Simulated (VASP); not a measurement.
# CdSe (P6_3mc) in VASP: notebook, part 2 of 3

VASP 6.6.1. The steps go on from the part before.

**3. Single point, r2SCAN (28.00 Å³/atom)**

This run uses another cell than the first one, of 28.00 Å³/atom.

POSCAR

```
CdSe
1.0
    4.2962398227      0.0000000000      0.0000000000
   -2.1481199113      3.7206528272      0.0000000000
    0.0000000000      0.0000000000      7.0060590700
Cd Se
2 2
Direct
    0.3333333333      0.6666666667      0.0045326091
    0.6666666667      0.3333333333      0.5045326091
    0.3333333333      0.6666666667      0.3804673909
    0.6666666667      0.3333333333      0.8804673909
```

INCAR.step1

```
SYSTEM = CdSe
ALGO = Normal ; EDIFF = 1E-4
ENCUT = 520 ; GGA = PE
ISMEAR = 0 ; LASPH = .True.
LCHARG = .False. ; LREAL = .False.
LWAVE = .True. ; NBANDS = 26
NELM = 60 ; PREC = Accurate
SIGMA = 0.02
```

INCAR.step2

```
SYSTEM = CdSe
ALGO = Normal ; EDIFF = 1E-7
ENCUT = 520 ; ISIF = 2
ISMEAR = 0 ; ISTART = 1
LASPH = .True. ; LCHARG = .False.
LMIXTAU = .True. ; LREAL = .False.
LWAVE = .False. ; METAGGA = R2SCAN
NBANDS = 26 ; NELM = 60
PREC = Accurate ; SIGMA = 0.02
```

KPOINTS

```
k-points
0
Gamma
  9 9 4
  0 0 0
```

Potentials or basis: VASP PAW PBE potentials, release 64 (Cd, Se).

Run with:

```
$ cat potpaw_PBE.64/Cd/POTCAR potpaw_PBE.64/Se/POTCAR > POTCAR
$ cp INCAR.step1 INCAR
$ mpirun -np 1 vasp_std > vasp.out
$ cp INCAR.step2 INCAR
$ mpirun -np 1 vasp_std > vasp.out
```

OUTCAR:

```text
SYSTEM = CdSe
   EDIFF = 1E-7
   ENCUT = 520
   ISIF = 2
   ISMEAR = 0
   ISTART = 1
   LASPH = .True.
   LREAL = .False.
   METAGGA = R2SCAN
   NELM = 60
   PREC = Accurate

 ion  position               nearest neighbor table
   1  0.333  0.667  0.005-   4 2.63   4 2.63   4 2.63   3 2.63
   2  0.667  0.333  0.505-   3 2.63   3 2.63   3 2.63   4 2.63
   3  0.333  0.667  0.380-   2 2.63   2 2.63   2 2.63   1 2.63
   4  0.667  0.333  0.880-   1 2.63   1 2.63   1 2.63   2 2.63

  LATTYP: Found a hexagonal cell.
 ALAT       =     4.2962398227
 C/A-ratio  =     1.6307420812

  Lattice vectors:

 A1 = (   4.2962398227,   0.0000000000,   0.0000000000)
 A2 = (  -2.1481199113,   3.7206528272,   0.0000000000)
 A3 = (   0.0000000000,   0.0000000000,   7.0060590700)

Analysis of symmetry for initial positions (statically):
=====================================================================
 Subroutine PRICEL returns:
 Original cell was already a primitive cell.

 Routine SETGRP: Setting up the symmetry group for a
 hexagonal supercell.

 Subroutine GETGRP returns: Found 12 space group operations
 (whereof  6 operations were pure point group operations)
 out of a pool of 24 trial point group operations.

The static configuration has the point symmetry C_3v.
 The point group associated with its full space group is C_6v.

Analysis of symmetry for dynamics (positions and initial velocities):
=====================================================================
 Subroutine PRICEL returns:
 Original cell was already a primitive cell.

 Routine SETGRP: Setting up the symmetry group for a
 hexagonal supercell.

 Subroutine GETGRP returns: Found 12 space group operations
 (whereof  6 operations were pure point group operations)
 out of a pool of 24 trial point group operations.

The dynamic configuration has the point symmetry C_3v.
 The point group associated with its full space group is C_6v.

 Subroutine INISYM returns: Found 12 space group operations
 (whereof  6 operations are pure point group operations),
 and found     1 'primitive' translations

----------------------------------------------------------------------------------------

                                     Primitive cell

  volume of cell :     111.9906

  direct lattice vectors                    reciprocal lattice vectors
     4.296239823  0.000000000  0.000000000     0.232761680  0.134385019  0.000000000
    -2.148119911  3.720652827  0.000000000     0.000000000  0.268770038  0.000000000
     0.000000000  0.000000000  7.006059070     0.000000000  0.000000000  0.142733595

  length of vectors
     4.296239823  4.296239823  7.006059070     0.268770038  0.268770038  0.142733595

  position of ions in fractional coordinates (direct lattice)
     0.333333333  0.666666667  0.004532609
     0.666666667  0.333333333  0.504532609
     0.333333333  0.666666667  0.380467391
     0.666666667  0.333333333  0.880467391

  ion indices of the primitive-cell ions
   primitive index   ion index
                 1           1
                 2           2
                 3           3
                 4           4

----------------------------------------------------------------------------------------

 KPOINTS: k-points

Automatic generation of k-mesh.
 Grid dimensions read from file:
 generate k-points for:    9    9    4

 Generating k-lattice:

  Cartesian coordinates                     Fractional coordinates (reciprocal lattice)
     0.025862409  0.014931669  0.000000000     0.111111111  0.000000000  0.000000000
     0.000000000  0.029863338  0.000000000     0.000000000  0.111111111  0.000000000
     0.000000000  0.000000000  0.035683399     0.000000000  0.000000000  0.250000000

  Length of vectors
     0.029863338  0.029863338  0.035683399

  Shift w.r.t. Gamma in fractional coordinates (k-lattice)
     0.000000000  0.000000000  0.000000000

 Subroutine IBZKPT returns following result:
 ===========================================

 Found     36 irreducible k-points:

 Following reciprocal coordinates:
            Coordinates               Weight
  0.000000  0.000000  0.000000      1.000000
  0.111111  0.000000  0.000000      6.000000
  0.222222  0.000000  0.000000      6.000000
  0.333333  0.000000  0.000000      6.000000
  0.444444  0.000000  0.000000      6.000000
  0.111111  0.111111  0.000000      6.000000
[... 16 lines left out ...]
  0.333333  0.222222  0.250000     24.000000
  0.333333  0.333333  0.250000      4.000000
 [... further k-points ...]
   k-points           NKPTS =     36   k-points in BZ     NKDIM =     36   number of bands    NBANDS=     26
   number of dos      NEDOS =    301   number of ions     NIONS =      4
   total plane-waves  NPLWV =  55296
   dimension x,y,z NGX =    32 NGY =   32 NGZ =   54
   dimension x,y,z NGXF=    64 NGYF=   64 NGZF=  108
   ions per type =               2   2
   NGX,Y,Z   is equivalent  to a cutoff of  12.38, 12.38, 12.81 a.u.
   NGXF,Y,Z  is equivalent  to a cutoff of  24.77, 24.77, 25.63 a.u.
 SYSTEM =  CdSe
   PREC   = accura    normal or accurate (medium, high low for compatibility)
   ISTART =      1    job   : 0-new  1-cont  2-samecut
   ICHARG =      0    charge: 1-file 2-atom 10-const
   ISPIN  =      1    spin polarized calculation?
   LNONCOLLINEAR =      F non collinear calculations
   LSORBIT =      F    spin-orbit coupling
   LASPH  =      T    aspherical Exc in radial PAW
   ENCUT  =  520.0 eV  38.22 Ry    6.18 a.u.   7.99  7.99 13.03*2*pi/ulx,y,z
   NELM   =     60;   NELMIN=  2; NELMDL=  0     # of ELM steps
   EDIFF  = 0.1E-06   stopping-criterion for ELM
   LREAL  =      F    real-space projection
   EDIFFG = 0.1E-05   stopping-criterion for IOM
   NSW    =      0    number of steps for IOM
   IBRION =     -1    ionic relax: 0-MD 1-quasi-New 2-CG
   NFREE  =      0    steps in history (QN), initial steepest desc. (CG)
   ISIF   =      2    stress and relaxation
   ISYM   =      2    0-nonsym 1-usesym 2-fastsym
   POTIM  = 0.5000    time-step for ionic-motion
   TEBEG  =    0.0;   TEEND  =   0.0 temperature during run
   PSTRESS=    0.0 pullay stress
   NELECT =      36.0000    total number of electrons
   NUPDOWN=      -1.0000    fix difference up-down
   EMIN   =  10.00;   EMAX   =-10.00  energy-range for DOS
   EFERMI =   0.00;   METHOD = LEGACY
   ISMEAR =     0;   SIGMA  =   0.02  broadening in eV -4-tet -1-fermi 0-gaus
   EFERMI_NEDOS =   21; number of points for ismear=-14 and -15
   IALGO  =     38    algorithm
   IMIX   =      4    mixing-type and parameters
     AMIX     =   0.40;   BMIX     =  1.00
     AMIX_MAG =   1.60;   BMIX_MAG =  1.00
  volume/ion in A,a.u.               =      28.00       188.94
  Fermi-wavevector in a.u.,A,eV,Ry     =   1.121455  2.119243 17.111521  1.257661
  Thomas-Fermi vector in A             =   2.258109
   LORBIT       =      0    0 simple, 1 ext, 2 COOP (PROOUT), +10 PAW based schemes
   METAGGA = R2SCAN    functional components
   LHFCALC =     F    Hartree Fock is set to
   AEXX    =    0.0000 exact exchange contribution
   IVDW    =     0    specifies the selected vdW correction
   LEPSILON=     F    determine dielectric tensor
   LRPA    =     F    only Hartree local field effects (RPA)
 non-spin polarized calculation
 Gauss-broadening in eV      SIGMA  =   0.02
  energy-cutoff  :      520.00
  volume of cell :      111.99
 maximum number of plane-waves:      3042
 NGX is ok and might be reduce to    32
   NGX = 15   NGY = 15   NGZ = 27

 number of electron      35.9999994 magnetization

 Free energy of the ion-electron system (eV)
  ---------------------------------------------------
  ext. energy  EPLUGINS =         0.00000000
  ---------------------------------------------------
  free energy    TOTEN  =       -71.80917401 eV

  energy without entropy =      -71.80917401  energy(sigma->0) =      -71.80917401

 E-fermi :   0.8253     XC(G=0):  -9.4434

 val. band max:        0.6834912690   @ k =   0.0000   0.0000   0.0000
 cond. band min:       1.8513402140   @ k =   0.0000   0.0000   0.0000
 fundamental gap:      1.1678489450
 Fermi energy:         0.8252508134

 k-point     1 :       0.0000    0.0000    0.0000
  band No.  band energies     occupation
      1     -12.3702      2.00000
      2     -11.9807      2.00000
      3      -7.4889      2.00000
      4      -7.4828      2.00000
      5      -7.4828      2.00000
      6      -7.4080      2.00000
[... 18 lines left out ...]
     25       8.2694      0.00000
     26       8.8605      0.00000
[... 644 lines left out ...]
      4      -7.3053      2.00000
      5      -7.3053      2.00000
      6      -7.2478      2.00000
[... 18 lines left out ...]
     25      10.0222      0.00000
     26      10.0222      0.00000

 [... further k-points ...]
[... 5 lines left out ...]
  --------------------------------------------------------------------------------------
  -------------------------------------------------------------------------------------
  Total        1.3678282      1.3678282      1.3765934      0.0000000      0.0000000      0.0000000
  in kB       19.5686421     19.5686421     19.6940403      0.0000000      0.0000000      0.0000000
  external PRESSURE =      19.6104415 kB  Pullay stress =       0.0000000 kB

 VOLUME and BASIS-vectors are now :
 -----------------------------------------------------------------------------
  energy-cutoff  :      520.00
  volume of cell :      111.99
      direct lattice vectors                 reciprocal lattice vectors
     4.296239823  0.000000000  0.000000000     0.232761680  0.134385019  0.000000000
    -2.148119911  3.720652827  0.000000000     0.000000000  0.268770038  0.000000000
     0.000000000  0.000000000  7.006059070     0.000000000  0.000000000  0.142733595

 POSITION                                       TOTAL-FORCE (eV/Angst)
 -----------------------------------------------------------------------------------
     -0.00000      2.48044      0.03176        -0.000000      0.000000      0.004722
      2.14812      1.24022      3.53479         0.000000     -0.000000      0.004722
     -0.00000      2.48044      2.66558        -0.000000      0.000000     -0.004722
      2.14812      1.24022      6.16861         0.000000     -0.000000     -0.004722
 -----------------------------------------------------------------------------------
    total drift:                               -0.000000      0.000000      0.002952

  FREE ENERGIE OF THE ION-ELECTRON SYSTEM (eV)
  ---------------------------------------------------
  free  energy   TOTEN  =       -71.8091740117 eV

  energy  without entropy=      -71.8091740117  energy(sigma->0) =      -71.80917401
```

Run time: 4.1 min. Hardware: 1 thread of Intel Xeon Platinum 8488C (Sapphire Rapids), shared host; peak memory 0.29 GiB.

What came out:

* Free energy: -71.8092 eV
* Pressure: 2.0 GPa
* Largest force: 0.005 eV/Å
* Band gap on the k mesh: 1.17 eV

Forces in eV/Å, atoms in the order of the input:
```
Cd   0.000  0.000  0.005
Cd   0.000  0.000  0.005
Se   0.000  0.000 -0.005
Se   0.000  0.000 -0.005
```

Caveat: the PAW data sets were made with another functional, which shifts forces and pressure a little.

**4. Single point, r2SCAN (29.73 Å³/atom)**

This run uses another cell than the first one, of 29.73 Å³/atom.

POSCAR

```
CdSe
1.0
    4.3830559366      0.0000000000      0.0000000000
   -2.1915279683      3.7958377873      0.0000000000
    0.0000000000      0.0000000000      7.1476337603
Cd Se
2 2
Direct
    0.3333333333      0.6666666667      0.0045326091
    0.6666666667      0.3333333333      0.5045326091
    0.3333333333      0.6666666667      0.3804673909
    0.6666666667      0.3333333333      0.8804673909
```

INCAR.step1

```
ALGO = Normal
EDIFF = 1E-4
ENCUT = 520
GGA = PE
ISMEAR = 0
LASPH = True
LCHARG = False
LREAL = False
LWAVE = True
NBANDS = 26
NELM = 80
PREC = Accurate
SIGMA = 0.02
```

INCAR.step2

```
ALGO = Normal
EDIFF = 1E-7
ENCUT = 520
ISIF = 2
ISMEAR = 0
ISTART = 1
LASPH = True
LCHARG = False
LMIXTAU = True
LREAL = False
LWAVE = False
METAGGA = R2SCAN
NBANDS = 26
NELM = 80
PREC = Accurate
SIGMA = 0.02
```

KPOINTS

```
k-points
0
Gamma
  9 9 4
```

Potentials or basis: VASP PAW PBE potentials, release 64 (Cd, Se).

Run with:

```
$ cat potpaw_PBE.64/Cd/POTCAR potpaw_PBE.64/Se/POTCAR > POTCAR
$ cp INCAR.step1 INCAR
$ mpirun -np 1 vasp_std > vasp.out
$ cp INCAR.step2 INCAR
$ mpirun -np 1 vasp_std > vasp.out
```

OUTCAR:

```text
EDIFF = 1E-7
   ENCUT = 520
   ISIF = 2
   ISMEAR = 0
   ISTART = 1
   LASPH = True
   LREAL = False
   METAGGA = R2SCAN
   NELM = 80
   PREC = Accurate

 ion  position               nearest neighbor table
   1  0.333  0.667  0.005-   4 2.68   4 2.68   4 2.68   3 2.69
   2  0.667  0.333  0.505-   3 2.68   3 2.68   3 2.68   4 2.69
   3  0.333  0.667  0.380-   2 2.68   2 2.68   2 2.68   1 2.69
   4  0.667  0.333  0.880-   1 2.68   1 2.68   1 2.68   2 2.69

  LATTYP: Found a hexagonal cell.
 ALAT       =     4.3830559366
 C/A-ratio  =     1.6307420813

  Lattice vectors:

 A1 = (   4.3830559366,   0.0000000000,   0.0000000000)
 A2 = (  -2.1915279683,   3.7958377873,   0.0000000000)
 A3 = (   0.0000000000,   0.0000000000,   7.1476337603)

Analysis of symmetry for initial positions (statically):
=====================================================================
 Subroutine PRICEL returns:
 Original cell was already a primitive cell.

 Routine SETGRP: Setting up the symmetry group for a
 hexagonal supercell.

 Subroutine GETGRP returns: Found 12 space group operations
 (whereof  6 operations were pure point group operations)
 out of a pool of 24 trial point group operations.

The static configuration has the point symmetry C_3v.
 The point group associated with its full space group is C_6v.

Analysis of symmetry for dynamics (positions and initial velocities):
=====================================================================
 Subroutine PRICEL returns:
 Original cell was already a primitive cell.

 Routine SETGRP: Setting up the symmetry group for a
 hexagonal supercell.

 Subroutine GETGRP returns: Found 12 space group operations
 (whereof  6 operations were pure point group operations)
[... 116 lines left out ...]
   TEBEG  =    0.0;   TEEND  =   0.0 temperature during run
   PSTRESS=    0.0 pullay stress
   NELECT =      36.0000    total number of electrons
   NUPDOWN=      -1.0000    fix difference up-down
   EMIN   =  10.00;   EMAX   =-10.00  energy-range for DOS
   EFERMI =   0.00;   METHOD = LEGACY
   ISMEAR =     0;   SIGMA  =   0.02  broadening in eV -4-tet -1-fermi 0-gaus
   EFERMI_NEDOS =   21; number of points for ismear=-14 and -15
   IALGO  =     38    algorithm
   IMIX   =      4    mixing-type and parameters
     AMIX     =   0.40;   BMIX     =  1.00
     AMIX_MAG =   1.60;   BMIX_MAG =  1.00
  volume/ion in A,a.u.               =      29.73       200.62
  Fermi-wavevector in a.u.,A,eV,Ry     =   1.099242  2.077266 16.440371  1.208333
  Thomas-Fermi vector in A             =   2.235633
   LORBIT       =      0    0 simple, 1 ext, 2 COOP (PROOUT), +10 PAW based schemes
   METAGGA = R2SCAN    functional components
   LHFCALC =     F    Hartree Fock is set to
   AEXX    =    0.0000 exact exchange contribution
   IVDW    =     0    specifies the selected vdW correction
   LEPSILON=     F    determine dielectric tensor
   LRPA    =     F    only Hartree local field effects (RPA)
 non-spin polarized calculation
 Gauss-broadening in eV      SIGMA  =   0.02
  energy-cutoff  :      520.00
  volume of cell :      118.92
 maximum number of plane-waves:      3226
 NGX is ok and might be reduce to    36
   NGX = 17   NGY = 17   NGZ = 27

 number of electron      36.0000002 magnetization

 Free energy of the ion-electron system (eV)
  ---------------------------------------------------
  ext. energy  EPLUGINS =         0.00000000
  ---------------------------------------------------
  free energy    TOTEN  =       -71.82205005 eV

  energy without entropy =      -71.82205005  energy(sigma->0) =      -71.82205005

 E-fermi :   0.3383     XC(G=0):  -9.1578

 val. band max:        0.2211045463   @ k =   0.0000   0.0000   0.0000
 cond. band min:       1.2439899906   @ k =   0.0000   0.0000   0.0000
 fundamental gap:      1.0228854443
 Fermi energy:         0.3383095107

 k-point     1 :       0.0000    0.0000    0.0000
  band No.  band energies     occupation
      1     -12.4978      2.00000
      2     -12.1606      2.00000
      3      -7.7710      2.00000
      4      -7.7656      2.00000
      5      -7.7656      2.00000
      6      -7.7028      2.00000
[... 685 lines left out ...]
     25       9.2852      0.00000
     26       9.2852      0.00000

 [... further k-points ...]
[... 5 lines left out ...]
  --------------------------------------------------------------------------------------
  -------------------------------------------------------------------------------------
  Total       -0.8962235     -0.8962235     -0.8941158      0.0000000      0.0000000      0.0000000
  in kB      -12.0748004    -12.0748004    -12.0464028      0.0000000      0.0000000      0.0000000
  external PRESSURE =     -12.0653346 kB  Pullay stress =       0.0000000 kB

 VOLUME and BASIS-vectors are now :
 -----------------------------------------------------------------------------
  energy-cutoff  :      520.00
  volume of cell :      118.92
      direct lattice vectors                 reciprocal lattice vectors
     4.383055937  0.000000000  0.000000000     0.228151321  0.131723226  0.000000000
    -2.191527968  3.795837787  0.000000000     0.000000000  0.263446453  0.000000000
     0.000000000  0.000000000  7.147633760     0.000000000  0.000000000  0.139906441

 POSITION                                       TOTAL-FORCE (eV/Angst)
 -----------------------------------------------------------------------------------
     -0.00000      2.53056      0.03240         0.000000     -0.000000     -0.001478
      2.19153      1.26528      3.60621        -0.000000      0.000000     -0.001478
     -0.00000      2.53056      2.71944        -0.000000     -0.000000      0.001478
      2.19153      1.26528      6.29326         0.000000      0.000000      0.001478
 -----------------------------------------------------------------------------------
    total drift:                               -0.000000     -0.000000      0.003715

  FREE ENERGIE OF THE ION-ELECTRON SYSTEM (eV)
  ---------------------------------------------------
  free  energy   TOTEN  =       -71.8220500524 eV

  energy  without entropy=      -71.8220500524  energy(sigma->0) =      -71.82205005
```

Run time: 4.8 min. Hardware: 1 thread of Intel Xeon Platinum 8488C (Sapphire Rapids), shared host; peak memory 0.34 GiB.

Results:

```
Free energy            : -71.8221 eV
Pressure               : -1.2 GPa
Band gap on the k mesh : 1.02 eV
```

Levels at points of the mesh, in eV from the valence-band top:
| k point | band 16 | band 17 | band 18 | band 19 | band 20 | band 21 |
| --- | --- | --- | --- | --- | --- | --- |
| (0.00, 0.00, 0.00) | -0.04 | 0.00 | 0.00 | 1.02 | 2.60 | 6.37 |
| (0.00, 0.00, 0.50) | -0.36 | -0.36 | -0.36 | 2.71 | 2.71 | 6.21 |

Caveat: the PAW data sets were made with another functional, which shifts forces and pressure a little.

[end of part 2 of 3]
